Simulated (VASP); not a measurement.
# Ni (Fm-3m) in VASP: further runs, part 2 of 2

VASP 6.6.1. The steps go on from the part before.

**4. Single point, PBEsol, collinear spin, ferromagnetic start**

INCAR

```
SYSTEM = Ni
PREC = Accurate
ENCUT = 520
EDIFF = 1E-6
ISMEAR = -1
SIGMA = 0.1
LREAL = .FALSE.
LASPH = .TRUE.
NELM = 150
ALGO = Normal
ISIF = 2
LWAVE = .FALSE.
LCHARG = .FALSE.
ISPIN = 2
MAGMOM = 0.24
LORBIT = 11
NUPDOWN = 0.24
LMAXMIX = 4
GGA = PS
NBANDS = 15
```

KPOINTS

```
Automatic mesh
0
G
  15 15 15
  0 0 0
```

POSCAR

```
Ni
1.0
    0.0000000000      1.7720000000      1.7720000000
    1.7720000000      0.0000000000      1.7720000000
    1.7720000000      1.7720000000      0.0000000000
Ni
1
Direct
    0.0000000000      0.0000000000      0.0000000000
```

Potentials or basis: VASP PAW PBE potentials, release 64 (Ni).

Command:

```bash
> cat potpaw_PBE.64/Ni/POTCAR > POTCAR
> mpirun -np 1 vasp_std > vasp.out
```

OUTCAR:

```text
SYSTEM = Ni
   PREC = Accurate
   ENCUT = 520
   EDIFF = 1E-6
   ISMEAR = -1
   LREAL = .FALSE.
   LASPH = .TRUE.
   NELM = 150
   ISIF = 2
   ISPIN = 2
   LORBIT = 11
   NUPDOWN = 0.24
   GGA = PS

 ion  position               nearest neighbor table
   1  0.000  0.000  0.000-

  LATTYP: Found a face centered cubic cell.
 ALAT       =     3.5440000000

  Lattice vectors:

 A1 = (   0.0000000000,   1.7720000000,   1.7720000000)
 A2 = (   1.7720000000,   0.0000000000,   1.7720000000)
 A3 = (   1.7720000000,   1.7720000000,   0.0000000000)

Analysis of symmetry for initial positions (statically):
=====================================================================
 Subroutine PRICEL returns:
 Original cell was already a primitive cell.

 Routine SETGRP: Setting up the symmetry group for a
 face centered cubic supercell.

 Subroutine GETGRP returns: Found 48 space group operations
 (whereof 48 operations were pure point group operations)
 out of a pool of 48 trial point group operations.

The static configuration has the point symmetry O_h .

Analysis of symmetry for dynamics (positions and initial velocities):
=====================================================================
 Subroutine PRICEL returns:
 Original cell was already a primitive cell.

 Routine SETGRP: Setting up the symmetry group for a
 face centered cubic supercell.

 Subroutine GETGRP returns: Found 48 space group operations
 (whereof 48 operations were pure point group operations)
 out of a pool of 48 trial point group operations.

The dynamic configuration has the point symmetry O_h .

Analysis of structural, dynamic, and magnetic symmetry:
=====================================================================
 Subroutine PRICEL returns:
 Original cell was already a primitive cell.

 Routine SETGRP: Setting up the symmetry group for a
 face centered cubic supercell.

 Subroutine GETGRP returns: Found 48 space group operations
 (whereof 48 operations were pure point group operations)
 out of a pool of 48 trial point group operations.

The overall configuration has the point symmetry O_h .

[... 153 lines left out ...]
  band No.  band energies     occupation
      1      -0.0284      1.00000
      2       6.7479      1.00000
      3       6.7479      1.00000
      4       6.7479      1.00000
      5       7.8480      0.99972
      6       7.8480      0.99972
      7      32.3471      0.00000
      8      36.0465      0.00000
      9      36.0465      0.00000
     10      36.0465      0.00000
     11      38.9333      0.00000
     12      38.9333      0.00000
     13      38.9333      0.00000
     14      41.9384      0.00000
[... 403 lines left out ...]
      4       7.1205      1.00000
      5       7.5101      0.99999
      6       8.0206      0.99844
      7      28.2782      0.00000
      8      30.7766      0.00000
      9      31.2990      0.00000
     10      33.5339      0.00000
     11      37.7196      0.00000
     12      42.3115      0.00000
     13      44.0356      0.00000
     14      44.6192      0.00000
     15      49.2326      0.00000

 [... further k-points ...]

 spin component 2

 k-point     1 :       0.0000    0.0000    0.0000
  band No.  band energies     occupation
      1      -0.0438      1.00000
      2       7.0312      1.00000
      3       7.0312      1.00000
      4       7.0312      1.00000
      5       8.0837      0.99907
      6       8.0837      0.99907
      7      32.2898      0.00000
      8      36.0379      0.00000
      9      36.0379      0.00000
     10      36.0379      0.00000
     11      38.9698      0.00000
     12      38.9698      0.00000
     13      38.9698      0.00000
     14      41.8898      0.00000
[... 403 lines left out ...]
      4       7.4067      1.00000
      5       7.7447      0.99997
      6       8.2613      0.99455
      7      28.3039      0.00000
      8      30.8046      0.00000
      9      31.2881      0.00000
     10      33.5224      0.00000
     11      37.7905      0.00000
     12      42.3030      0.00000
     13      44.0098      0.00000
     14      44.5992      0.00000
     15      49.2849      0.00000

 [... further k-points ...]
[... 5 lines left out ...]
  --------------------------------------------------------------------------------------
  -------------------------------------------------------------------------------------
  Total       -0.9556415     -0.9556415     -0.9556415      0.0000000     -0.0000000     -0.0000000
  in kB     -137.5892286   -137.5892286   -137.5892286      0.0000000     -0.0000000     -0.0000000
  external PRESSURE =    -137.5892286 kB  Pullay stress =       0.0000000 kB

 VOLUME and BASIS-vectors are now :
 -----------------------------------------------------------------------------
  energy-cutoff  :      520.00
  volume of cell :       11.13
      direct lattice vectors                 reciprocal lattice vectors
     0.000000000  1.772000000  1.772000000    -0.282167043  0.282167043  0.282167043
     1.772000000  0.000000000  1.772000000     0.282167043 -0.282167043  0.282167043
     1.772000000  1.772000000  0.000000000     0.282167043  0.282167043 -0.282167043

 POSITION                                       TOTAL-FORCE (eV/Angst)
 -----------------------------------------------------------------------------------
      0.00000      0.00000      0.00000         0.000000      0.000000      0.000000
 -----------------------------------------------------------------------------------
    total drift:                                0.000000      0.000000      0.000000

  FREE ENERGIE OF THE ION-ELECTRON SYSTEM (eV)
  ---------------------------------------------------
  free  energy   TOTEN  =        -6.1059547509 eV

  energy  without entropy=       -6.0233579998  energy(sigma->0) =       -6.06465638

 total charge

# of ion       s       p       d       tot
------------------------------------------
    1        0.487   0.479   8.310   9.276

 magnetization (x)

# of ion       s       p       d       tot
------------------------------------------
    1       -0.004  -0.012   0.262   0.246
```

OSZICAR:

```text
N       E                     dE             d eps       ncg     rms          rms(c)
DAV:   1     0.323972740883E+02    0.32397E+02   -0.42205E+03  7653   0.852E+02
DAV:   2    -0.590113480156E+01   -0.38298E+02   -0.35552E+02  8131   0.161E+02
DAV:   3    -0.732544366664E+01   -0.14243E+01   -0.14063E+01  8789   0.308E+01
DAV:   4    -0.733448231830E+01   -0.90387E-02   -0.90365E-02  8749   0.231E+00
DAV:   5    -0.733460468404E+01   -0.12237E-03   -0.12236E-03  8851   0.242E-01    0.103E+01
DAV:   6    -0.656344501262E+01    0.77116E+00   -0.16866E+01 10364   0.443E+01    0.639E+00
DAV:   7    -0.612403655946E+01    0.43941E+00   -0.31617E+00  9722   0.171E+01    0.156E+00
DAV:   8    -0.610857995380E+01    0.15457E-01   -0.29419E-02  8758   0.110E+00    0.588E-01
DAV:   9    -0.610653333307E+01    0.20466E-02   -0.12116E-03 11870   0.185E-01    0.220E-01
DAV:  10    -0.610594851524E+01    0.58482E-03   -0.72163E-04 12049   0.127E-01    0.509E-02
DAV:  11    -0.610595453944E+01   -0.60242E-05   -0.76267E-06  7971   0.275E-02    0.157E-02
DAV:  12    -0.610595475085E+01   -0.21142E-06   -0.93898E-07  7806   0.793E-03
   1 F= -.61059548E+01 E0= -.60646564E+01  d E =-.825968E-01  mag=     0.2400
```

Wall time 31 s (1 thread of Intel Xeon Platinum 8375C at 2.90GHz (Ice Lake), shared host); peak memory 0.15 GiB.

Results:

- Free energy: -6.1060 eV
- Pressure: -13.8 GPa
- Net moment: 0.24 μB per cell
- Site moments: Ni +0.25 μB
- Valence electrons inside the program's atomic spheres: Ni 9.28

Caveat: the PAW data sets were made with another functional, which shifts forces and pressure a little; the total moment is fixed, so each spin has its own Fermi level.

**5. Single point, PBEsol, collinear spin, ferromagnetic start**

INCAR

```
ALGO     = Normal         # electronic algorithm
EDIFF    = 1E-7           # SCF threshold, eV
ENCUT    = 520            # plane-wave cutoff, eV
GGA      = PS             # functional
ISIF     = 2              # what is computed and relaxed
ISMEAR   = -1             # smearing method
ISPIN    = 2              # spin polarisation
LASPH    = T              # aspherical terms in the spheres
LCHARG   = F              # write CHGCAR
LMAXMIX  = 4              # l up to which the mixer works
LORBIT   = 11             # projections on sites
LREAL    = F              # projectors in reciprocal space
LWAVE    = F              # write WAVECAR
MAGMOM   = 0.72           # initial moments
NBANDS   = 15             # bands
NELM     = 150            # most SCF steps
NUPDOWN  = 0.72           # fixed moment
PREC     = Accurate       # precision mode
SIGMA    = 0.1            # smearing width, eV
```

KPOINTS

```
k-points
0
Gamma
  15 15 15
```

POSCAR is that of step 4.

Command:

```bash
> cat potpaw_PBE.64/Ni/POTCAR > POTCAR
> mpirun -np 1 vasp_std > vasp.out
```

Wall time 35 s (1 thread of Intel Xeon Platinum 8375C at 2.90GHz (Ice Lake), shared host); peak memory 0.15 GiB.

It converged, with:

```
Free energy                                           : -6.1258 eV
Pressure                                              : -12.5 GPa
Net moment                                            : 0.72 μB per cell
Site moments                                          : Ni +0.73 μB
Valence electrons inside the program's atomic spheres : Ni 9.27
```

Caveat: the PAW data sets were made with another functional, which shifts forces and pressure a little; the total moment is fixed, so each spin has its own Fermi level.

**6. Single point, PBEsol, collinear spin, ferromagnetic start**

INCAR

```
SYSTEM = Ni
ALGO     = Normal         ! electronic algorithm
EDIFF    = 1E-6           ! SCF threshold, eV
ENCUT    = 520            ! plane-wave cutoff, eV
GGA      = PS             ! functional
ISIF     = 2              ! what is computed and relaxed
ISMEAR   = -1             ! smearing method
ISPIN    = 2              ! spin polarisation
LASPH    = .True.         ! aspherical terms in the spheres
LCHARG   = .False.        ! write CHGCAR
LMAXMIX  = 4              ! l up to which the mixer works
LORBIT   = 11             ! projections on sites
LREAL    = .False.        ! projectors in reciprocal space
LWAVE    = .False.        ! write WAVECAR
MAGMOM   = 1.2            ! initial moments
NBANDS   = 15             ! bands
NELM     = 150            ! most SCF steps
NUPDOWN  = 1.2            ! fixed moment
PREC     = Accurate       ! precision mode
SIGMA    = 0.1            ! smearing width, eV
```

KPOINTS

```
k-points
0
Gamma
  15 15 15
  0 0 0
```

POSCAR is that of step 5.

Potentials or basis: VASP PAW PBE potentials, release 64 (Ni).

Command:

```bash
> cat potpaw_PBE.64/Ni/POTCAR > POTCAR
> mpirun -np 1 vasp_std > vasp.out
```

OUTCAR:

```text
SYSTEM = Ni
   EDIFF = 1E-6
   ENCUT = 520
   GGA = PS
   ISIF = 2
   ISMEAR = -1
   ISPIN = 2
   LASPH = .True.
   LORBIT = 11
   LREAL = .False.
   NELM = 150
   NUPDOWN = 1.2
   PREC = Accurate

 ion  position               nearest neighbor table
   1  0.000  0.000  0.000-

  LATTYP: Found a face centered cubic cell.
 ALAT       =     3.5440000000

  Lattice vectors:
[... 1064 lines left out ...]
     14      44.7191      0.00000
     15      49.4210      0.00000

 [... further k-points ...]
[... 5 lines left out ...]
  --------------------------------------------------------------------------------------
  -------------------------------------------------------------------------------------
  Total       -0.4969756     -0.4969756     -0.4969756      0.0000000      0.0000000      0.0000000
  in kB      -71.5524535    -71.5524535    -71.5524535      0.0000000      0.0000000      0.0000000
  external PRESSURE =     -71.5524535 kB  Pullay stress =       0.0000000 kB

 VOLUME and BASIS-vectors are now :
 -----------------------------------------------------------------------------
  energy-cutoff  :      520.00
  volume of cell :       11.13
      direct lattice vectors                 reciprocal lattice vectors
     0.000000000  1.772000000  1.772000000    -0.282167043  0.282167043  0.282167043
     1.772000000  0.000000000  1.772000000     0.282167043 -0.282167043  0.282167043
     1.772000000  1.772000000  0.000000000     0.282167043  0.282167043 -0.282167043

 POSITION                                       TOTAL-FORCE (eV/Angst)
 -----------------------------------------------------------------------------------
      0.00000      0.00000      0.00000         0.000000      0.000000      0.000000
 -----------------------------------------------------------------------------------
    total drift:                                0.000000      0.000000      0.000000

  FREE ENERGIE OF THE ION-ELECTRON SYSTEM (eV)
  ---------------------------------------------------
  free  energy   TOTEN  =        -5.8943447019 eV

  energy  without entropy=       -5.8459415522  energy(sigma->0) =       -5.87014313

 total charge

# of ion       s       p       d       tot
------------------------------------------
    1        0.511   0.527   8.214   9.252

 magnetization (x)

# of ion       s       p       d       tot
------------------------------------------
    1        0.021   0.038   1.115   1.174
```

OSZICAR:

```text
N       E                     dE             d eps       ncg     rms          rms(c)
DAV:   1     0.332057518799E+02    0.33206E+02   -0.42077E+03  7661   0.853E+02
DAV:   2    -0.580051786951E+01   -0.39006E+02   -0.35990E+02  8138   0.163E+02
DAV:   3    -0.725237629036E+01   -0.14519E+01   -0.14430E+01  8761   0.312E+01
DAV:   4    -0.726138950436E+01   -0.90132E-02   -0.90119E-02  8761   0.231E+00
DAV:   5    -0.726150971473E+01   -0.12021E-03   -0.12021E-03  8853   0.241E-01    0.111E+01
DAV:   6    -0.622130088662E+01    0.10402E+01   -0.15731E+01 10378   0.461E+01    0.649E+00
DAV:   7    -0.591360546283E+01    0.30770E+00   -0.19056E+00  9521   0.153E+01    0.236E+00
DAV:   8    -0.590087009115E+01    0.12735E-01   -0.14135E-02  8455   0.795E-01    0.130E+00
DAV:   9    -0.589518345422E+01    0.56866E-02   -0.32356E-03 11512   0.385E-01    0.291E-01
DAV:  10    -0.589435971206E+01    0.82374E-03   -0.16674E-03 11546   0.259E-01    0.282E-02
DAV:  11    -0.589434291565E+01    0.16796E-04   -0.23109E-05  9629   0.379E-02    0.326E-02
DAV:  12    -0.589434503940E+01   -0.21238E-05   -0.26011E-06  8510   0.130E-02    0.759E-03
DAV:  13    -0.589434470189E+01    0.33751E-06   -0.53580E-07  5607   0.730E-03
   1 F= -.58943447E+01 E0= -.58701431E+01  d E =-.484031E-01  mag=     1.2000
```

stdout:

```text
POSCAR found type information on POSCAR Ni
 POSCAR found :  1 types and       1 ions
 scaLAPACK will be used
 -----------------------------------------------------------------------------
|                                                                             |
|                                                                             |
|     You enforced a specific xc type in the INCAR file but a different       |
|     I HOPE YOU KNOW WHAT YOU ARE DOING!                                     |
|                                                                             |
 -----------------------------------------------------------------------------

 LDA part: xc-table for (Slater+PW92), standard interpolation
 POSCAR, INCAR and KPOINTS ok, starting setup
 FFT: planning ... GRIDC
 FFT: planning ... GRID_SOFT
 FFT: planning ... GRID
 WAVECAR not read
 entering main loop
```

Run time: 31 s. Hardware: 1 thread of Intel Xeon Platinum 8375C at 2.90GHz (Ice Lake), shared host; peak memory 0.15 GiB.

What came out:

```yaml
Free_energy: -5.8943 eV
Pressure: -7.2 GPa
Net_moment: 1.20 μB per cell
Site_moments: Ni +1.17 μB
Valence_electrons_inside_the_program's_atomic_spheres: Ni 9.25
```

Caveat: the PAW data sets were made with another functional, which shifts forces and pressure a little; the total moment is fixed, so each spin has its own Fermi level.

**7. Overview**

| fixed moment (μB) | pressure (GPa) | moment (μB) |
| --- | --- | --- |
| 1.44 | -3.1 | 1.44 |
| 1.92 | 9.2 | 1.92 |
| 0.24 | -13.8 | 0.24 |
| 0.72 | -12.5 | 0.72 |
| 1.2 | -7.2 | 1.20 |

Alike in all rows: task single point; level PBEsol; potentials or basis VASP PAW PBE potentials, release 64 (Ni); spin collinear, ferromagnetic start; cell as given; k mesh 15 × 15 × 15; cutoff (eV) 520; smearing fermi-dirac 0.1 eV.

Caveats: the PAW data sets were made with another functional, which shifts forces and pressure a little; the total moment is fixed, so each spin has its own Fermi level.

Total energies depend on the potentials used, so only differences within one code and one set of settings carry meaning.
